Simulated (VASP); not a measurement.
# In (P-62m) in VASP: relaxation of cell and atoms with PBE

Aim: the relaxation of cell and atoms of In with PBE.

Program: VASP 6.6.1. These are calculated values, not measurements. Logs are shortened: lines on timing, memory, paths and dates and some standing lists are left out, and cuts for length are marked.

### Step 1. The cell of the first run

The structure is hexagonal, space group P-62m (No. 189). Conventional cell: a = 6.362 Å, b = 6.362 Å, c = 3.196 Å, α = 90.00°, β = 90.00°, γ = 120.00°. Within 4.2 Å of In (site symmetry m2m) lie 10 In at 3.20 to 3.72 Å. In (site symmetry -62m) has 14 In at 3.20 to 3.72 Å within 4.2 Å.

The cell was generated, and may not be a known phase.

### Step 2. Relaxation of cell and atoms, PBE

Input file INCAR:

```
SYSTEM = In
  PREC = Accurate
  ENCUT = 600
  EDIFF = 1E-7
  ISMEAR = 0
  SIGMA = 0.1
  LREAL = .FALSE.
  LASPH = .TRUE.
  NELM = 80
  ALGO = Fast
  ISIF = 3
  LWAVE = .FALSE.
  LCHARG = .FALSE.
  GGA = PE
  IBRION = 2
  NSW = 100
  EDIFFG = -0.01
```

Input file KPOINTS:

```
regular mesh
0
G
  12 12 14
  0 0 0
```

Input file POSCAR:

```
In
1.0
    6.3623889000      0.0000000000      0.0000000000
   -3.1811944000      5.5099904000      0.0000000000
    0.0000000000      0.0000000000      3.1961261000
In
4
Direct
    0.4723660000      0.0000000000      0.0000000000
    0.0000000000      0.4723660000      0.0000000000
    0.5276340000      0.5276340000      0.0000000000
    0.0000000000      0.0000000000      0.5000000000
```

Potentials or basis: VASP PAW PBE potentials, release 64 (In_d).

Command:

```console
$ cat potpaw_PBE.64/In_d/POTCAR > POTCAR
$ mpirun -np 1 vasp_std > vasp.out
```

OUTCAR:

```text
SYSTEM = In
   PREC = Accurate
   ENCUT = 600
   EDIFF = 1E-7
   ISMEAR = 0
   LREAL = .FALSE.
   LASPH = .TRUE.
   NELM = 80
   ISIF = 3
   GGA = PE
   IBRION = 2
   NSW = 100
   EDIFFG = -0.01

 ion  position               nearest neighbor table
   1  0.472  0.000  0.000-   3 3.20   3 3.20   2 3.20   2 3.20   4 3.40   4 3.40   4 3.72   4 3.72

   2  0.000  0.472  0.000-   3 3.20   3 3.20   1 3.20   1 3.20   4 3.40   4 3.40   4 3.72   4 3.72

   3  0.528  0.528  0.000-   1 3.20   1 3.20   2 3.20   2 3.20   4 3.40   4 3.40   4 3.72   4 3.72

   4  0.000  0.000  0.500-   2 3.40   2 3.40   1 3.40   1 3.40   3 3.40   3 3.40   2 3.72   2 3.72
                             1 3.72   1 3.72   3 3.72   3 3.72

  LATTYP: Found a hexagonal cell.
 ALAT       =     6.3623889000
 C/A-ratio  =     0.5023468622

  Lattice vectors:

 A1 = (   6.3623889000,   0.0000000000,   0.0000000000)
 A2 = (  -3.1811944000,   5.5099904000,   0.0000000000)
 A3 = (   0.0000000000,   0.0000000000,   3.1961261000)

Analysis of symmetry for initial positions (statically):
=====================================================================
 Subroutine PRICEL returns:
 Original cell was already a primitive cell.

 Routine SETGRP: Setting up the symmetry group for a
 hexagonal supercell.

 Subroutine GETGRP returns: Found 12 space group operations
 (whereof 12 operations were pure point group operations)
 out of a pool of 24 trial point group operations.

The static configuration has the point symmetry D_3h.

Analysis of symmetry for dynamics (positions and initial velocities):
=====================================================================
 Subroutine PRICEL returns:
 Original cell was already a primitive cell.

 Routine SETGRP: Setting up the symmetry group for a
 hexagonal supercell.

 Subroutine GETGRP returns: Found 12 space group operations
 (whereof 12 operations were pure point group operations)
 out of a pool of 24 trial point group operations.

The dynamic configuration has the point symmetry D_3h.

 Subroutine INISYM returns: Found 12 space group operations
 (whereof 12 operations are pure point group operations),
 and found     1 'primitive' translations

----------------------------------------------------------------------------------------

                                     Primitive cell

  volume of cell :     112.0456

  direct lattice vectors                    reciprocal lattice vectors
     6.362388900  0.000000000  0.000000000     0.157173668  0.090744258  0.000000000
    -3.181194400  5.509990400  0.000000000     0.000000000  0.181488519  0.000000000
     0.000000000  0.000000000  3.196126100     0.000000000  0.000000000  0.312878769

  length of vectors
     6.362388900  6.362388861  3.196126100     0.181488518  0.181488519  0.312878769

  position of ions in fractional coordinates (direct lattice)
     0.472366000  0.000000000  0.000000000
     0.000000000  0.472366000  0.000000000
     0.527634000  0.527634000  0.000000000
     0.000000000  0.000000000  0.500000000

  ion indices of the primitive-cell ions
   primitive index   ion index
                 1           1
                 2           2
                 3           3
                 4           4

----------------------------------------------------------------------------------------

 KPOINTS: regular mesh

Automatic generation of k-mesh.
 Grid dimensions read from file:
 generate k-points for:   12   12   14

 Generating k-lattice:

  Cartesian coordinates                     Fractional coordinates (reciprocal lattice)
     0.013097806  0.007562022  0.000000000     0.083333333  0.000000000  0.000000000
     0.000000000  0.015124043  0.000000000     0.000000000  0.083333333  0.000000000
     0.000000000  0.000000000  0.022348484     0.000000000  0.000000000  0.071428571

  Length of vectors
     0.015124043  0.015124043  0.022348484

  Shift w.r.t. Gamma in fractional coordinates (k-lattice)
     0.000000000  0.000000000  0.000000000

 Subroutine IBZKPT returns following result:
 ===========================================

 Found    152 irreducible k-points:

 Following reciprocal coordinates:
            Coordinates               Weight
  0.000000  0.000000  0.000000      1.000000
  0.083333  0.000000  0.000000      6.000000
  0.166667  0.000000  0.000000      6.000000
  0.250000  0.000000  0.000000      6.000000
  0.333333  0.000000  0.000000      6.000000
  0.416667  0.000000  0.000000      6.000000
[... 16 lines left out ...]
  0.250000  0.000000  0.071429     12.000000
  0.333333  0.000000  0.071429     12.000000
 [... further k-points ...]
   k-points           NKPTS =    152   k-points in BZ     NKDIM =    152   number of bands    NBANDS=     31
   number of dos      NEDOS =    301   number of ions     NIONS =      4
   total plane-waves  NPLWV =  81648
   dimension x,y,z NGX =    54 NGY =   54 NGZ =   28
   dimension x,y,z NGXF=   108 NGYF=  108 NGZF=   56
   ions per type =               4
   NGX,Y,Z   is equivalent  to a cutoff of  14.11, 14.11, 14.56 a.u.
   NGXF,Y,Z  is equivalent  to a cutoff of  28.22, 28.22, 29.13 a.u.
 SYSTEM =  In
   PREC   = accura    normal or accurate (medium, high low for compatibility)
   ISTART =      0    job   : 0-new  1-cont  2-samecut
   ICHARG =      2    charge: 1-file 2-atom 10-const
   ISPIN  =      1    spin polarized calculation?
   LNONCOLLINEAR =      F non collinear calculations
   LSORBIT =      F    spin-orbit coupling
   LASPH  =      T    aspherical Exc in radial PAW
   ENCUT  =  600.0 eV  44.10 Ry    6.64 a.u.  12.71 12.71  6.38*2*pi/ulx,y,z
   NELM   =     80;   NELMIN=  2; NELMDL= -5     # of ELM steps
   EDIFF  = 0.1E-06   stopping-criterion for ELM
   LREAL  =      F    real-space projection
   EDIFFG = -.1E-01   stopping-criterion for IOM
   NSW    =    100    number of steps for IOM
   IBRION =      2    ionic relax: 0-MD 1-quasi-New 2-CG
   NFREE  =      1    steps in history (QN), initial steepest desc. (CG)
   ISIF   =      3    stress and relaxation
   ISYM   =      2    0-nonsym 1-usesym 2-fastsym
   POTIM  = 0.5000    time-step for ionic-motion
   TEBEG  =    0.0;   TEEND  =   0.0 temperature during run
   PSTRESS=    0.0 pullay stress
   NELECT =      52.0000    total number of electrons
   NUPDOWN=      -1.0000    fix difference up-down
   EMIN   =  10.00;   EMAX   =-10.00  energy-range for DOS
   EFERMI =   0.00;   METHOD = LEGACY
   ISMEAR =     0;   SIGMA  =   0.10  broadening in eV -4-tet -1-fermi 0-gaus
   EFERMI_NEDOS =   21; number of points for ismear=-14 and -15
   IALGO  =     68    algorithm
   IMIX   =      4    mixing-type and parameters
     AMIX     =   0.40;   BMIX     =  1.00
     AMIX_MAG =   1.60;   BMIX_MAG =  1.00
  volume/ion in A,a.u.               =      28.01       189.03
  Fermi-wavevector in a.u.,A,eV,Ry     =   1.267489  2.395207 21.858155  1.606529
  Thomas-Fermi vector in A             =   2.400634
   LORBIT       =      0    0 simple, 1 ext, 2 COOP (PROOUT), +10 PAW based schemes
   GGA     = PE    functional components
   LHFCALC =     F    Hartree Fock is set to
   AEXX    =    0.0000 exact exchange contribution
   IVDW    =     0    specifies the selected vdW correction
   LEPSILON=     F    determine dielectric tensor
   LRPA    =     F    only Hartree local field effects (RPA)
 conjugate gradient relaxation of ions
 non-spin polarized calculation
 RMM-DIIS sequential band-by-band and
 Gauss-broadening in eV      SIGMA  =   0.10
  energy-cutoff  :      600.00
  volume of cell :      112.05
 maximum number of plane-waves:      3763
 NGX is ok and might be reduce to    54
   NGX = 25   NGY = 25   NGZ = 13

--------------------------------------- Ionic step        1  -------------------------------------------

 number of electron      52.0000014 magnetization

 Free energy of the ion-electron system (eV)
  ---------------------------------------------------
  ext. energy  EPLUGINS =         0.00000000
  ---------------------------------------------------
  free energy    TOTEN  =       -10.14026178 eV

  energy without entropy =      -10.13109556  energy(sigma->0) =      -10.13567867

------------------------ aborting loop because EDIFF is reached ----------------------------------------

  FORCE on cell =-STRESS in cart. coord.  units (eV):
  Direction    XX          YY          ZZ          XY          YZ          ZX
  --------------------------------------------------------------------------------------
  -------------------------------------------------------------------------------------
  Total        0.0437649      0.0437649     -0.0298690      0.0000000      0.0000000      0.0000000
  in kB        0.6258087      0.6258087     -0.4271072      0.0000000      0.0000000      0.0000000
  external PRESSURE =       0.2748367 kB  Pullay stress =       0.0000000 kB

 VOLUME and BASIS-vectors are now :
 -----------------------------------------------------------------------------
  energy-cutoff  :      600.00
  volume of cell :      112.05
      direct lattice vectors                 reciprocal lattice vectors
     6.362388900  0.000000000  0.000000000     0.157173668  0.090744258  0.000000000
    -3.181194400  5.509990400  0.000000000     0.000000000  0.181488519  0.000000000
     0.000000000  0.000000000  3.196126100     0.000000000  0.000000000  0.312878769

 POSITION                                       TOTAL-FORCE (eV/Angst)
 -----------------------------------------------------------------------------------
      3.00538      0.00000      0.00000         0.001219      0.000000     -0.000000
     -1.50269      2.60273      0.00000        -0.000609      0.001055      0.000000
      1.67851      2.90726      0.00000        -0.000609     -0.001055     -0.000000
      0.00000      0.00000      1.59806         0.000000      0.000000      0.000000
 -----------------------------------------------------------------------------------
    total drift:                                0.000000      0.000000     -0.000000

  FREE ENERGIE OF THE ION-ELECTRON SYSTEM (eV)
  ---------------------------------------------------
  free  energy   TOTEN  =       -10.1402617828 eV

  energy  without entropy=      -10.1310955566  energy(sigma->0) =      -10.13567867

--------------------------------------- Ionic step        2  -------------------------------------------

 number of electron      52.0000013 magnetization

 Free energy of the ion-electron system (eV)
  ---------------------------------------------------
  ext. energy  EPLUGINS =         0.00000000
  ---------------------------------------------------
  free energy    TOTEN  =       -10.14030150 eV

  energy without entropy =      -10.13115346  energy(sigma->0) =      -10.13572748

 E-fermi :   6.7039     XC(G=0):  -9.9092

 val. band max:        6.7034825160   @ k =   0.4167   0.1667   0.0000
 cond. band min:       6.7058128617   @ k =   0.3333   0.0833   0.0714
 fundamental gap:      0.0023303458
 Fermi energy:         6.7038851547

 k-point     1 :       0.0000    0.0000    0.0000
  band No.  band energies     occupation
      1      -8.1439      2.00000
      2      -8.0432      2.00000
      3      -8.0432      2.00000
      4      -7.9817      2.00000
      5      -7.9115      2.00000
      6      -7.8627      2.00000
[... 23 lines left out ...]
     30      12.4605      0.00000
     31      12.6153      0.00000

 k-point     2 :       0.0833    0.0000    0.0000
  band No.  band energies     occupation
      1      -8.1401      2.00000
      2      -8.0415      2.00000
      3      -8.0397      2.00000
      4      -7.9773      2.00000
      5      -7.9120      2.00000
      6      -7.8641      2.00000
[... 23 lines left out ...]
     30      12.5021      0.00000
     31      12.6088      0.00000

 k-point     3 :       0.1667    0.0000    0.0000
  band No.  band energies     occupation
      1      -8.1294      2.00000
      2      -8.0363      2.00000
      3      -8.0298      2.00000
      4      -7.9652      2.00000
      5      -7.9130      2.00000
      6      -7.8681      2.00000
[... 703 lines left out ...]
     30      11.8097      0.00000
     31      12.9685      0.00000

 k-point    24 :       0.3333    0.0000    0.0714
  band No.  band energies     occupation
      1      -8.0844      2.00000
      2      -8.0036      2.00000
      3      -7.9847      2.00000
      4      -7.9194      2.00000
      5      -7.9023      2.00000
      6      -7.8734      2.00000
[... 23 lines left out ...]
     30      12.0640      0.00000
     31      12.5800      0.00000

 [... further k-points ...]
[... 5 lines left out ...]
  --------------------------------------------------------------------------------------
  -------------------------------------------------------------------------------------
  Total        0.0109739      0.0109739     -0.0366378      0.0000000      0.0000000      0.0000000
  in kB        0.1568103      0.1568103     -0.5235318      0.0000000      0.0000000      0.0000000
  external PRESSURE =      -0.0699704 kB  Pullay stress =       0.0000000 kB

 VOLUME and BASIS-vectors are now :
 -----------------------------------------------------------------------------
  energy-cutoff  :      600.00
  volume of cell :      112.12
      direct lattice vectors                 reciprocal lattice vectors
     6.365747184  0.000000000  0.000000000     0.157090750  0.090696386  0.000000000
    -3.182873542  5.512898759  0.000000000    -0.000000000  0.181392774 -0.000000000
    -0.000000000  0.000000000  3.194974726     0.000000000 -0.000000000  0.312991521

 POSITION                                       TOTAL-FORCE (eV/Angst)
 -----------------------------------------------------------------------------------
      3.00702      0.00000      3.19497         0.000938      0.000000     -0.000000
     -1.50351      2.60416      0.00000        -0.000469      0.000812      0.000000
      1.67936      2.90874      3.19497        -0.000469     -0.000812     -0.000000
     -0.00000      0.00000      1.59749         0.000000     -0.000000     -0.000000
 -----------------------------------------------------------------------------------
    total drift:                                0.000000      0.000000     -0.000000

  FREE ENERGIE OF THE ION-ELECTRON SYSTEM (eV)
  ---------------------------------------------------
  free  energy   TOTEN  =       -10.1403014974 eV

  energy  without entropy=      -10.1311534611  energy(sigma->0) =      -10.13572748

 reached required accuracy - stopping structural energy minimisation
```

Wall time 36 min (1 thread of Oxide Virtual Turin-like, shared host); peak memory 0.57 GiB.

Results:

* Free energy: -10.1403 eV
* Relaxed volume: 28.03 Å³/atom
* Relaxed cell: a = 6.366 Å, b = 6.366 Å, c = 3.195 Å, α = 90.00°, β = 90.00°, γ = 120.00°
* Space group after relaxing (to 0.1 Å): P-62m (No. 189)
* Energy gained by relaxing: 0.0 meV/atom
* Ionic steps: 2
* Pressure after relaxing: 0.0 GPa
* Band gap on the k mesh: zero (bands 26 and 27 overlap by 4.00 eV)

Final structure:
```cif
data_structure
_symmetry_space_group_name_H-M 'P 1'
_symmetry_Int_Tables_number 1
_cell_length_a 6.3657
_cell_length_b 6.3657
_cell_length_c 3.1950
_cell_angle_alpha 90.000
_cell_angle_beta 90.000
_cell_angle_gamma 120.000
_cell_volume 112.12
loop_
_atom_site_label
_atom_site_type_symbol
_atom_site_fract_x
_atom_site_fract_y
_atom_site_fract_z
_atom_site_occupancy
In1 In 0.47238 0.00000 0.00000 1
In2 In 0.00000 0.47238 0.00000 1
In3 In 0.52762 0.52762 0.00000 1
In4 In 0.00000 0.00000 0.50000 1
```

Levels at points of the mesh, in eV from the Fermi level:
```csv
k point,band 22,band 23,band 24,band 25,band 26,band 27,band 28,band 29,band 30,band 31
"(0.00, 0.00, 0.00)",-4.22,-4.22,-4.22,-3.00,-2.89,-2.89,5.76,5.76,5.76,5.91
"(0.50, 0.00, 0.00)",-7.73,-5.28,-4.85,-0.13,0.06,0.91,1.71,3.10,3.25,7.20
"(0.00, 0.00, 0.50)",-4.41,-0.88,-0.88,-0.68,-0.28,-0.09,0.17,0.17,0.65,0.65
"(0.50, 0.00, 0.50)",-4.17,-3.44,-2.60,-1.74,-1.42,-0.66,-0.04,2.80,3.71,3.85
```

Caveat: spin-orbit coupling is left out, which moves the levels of the heavy elements.
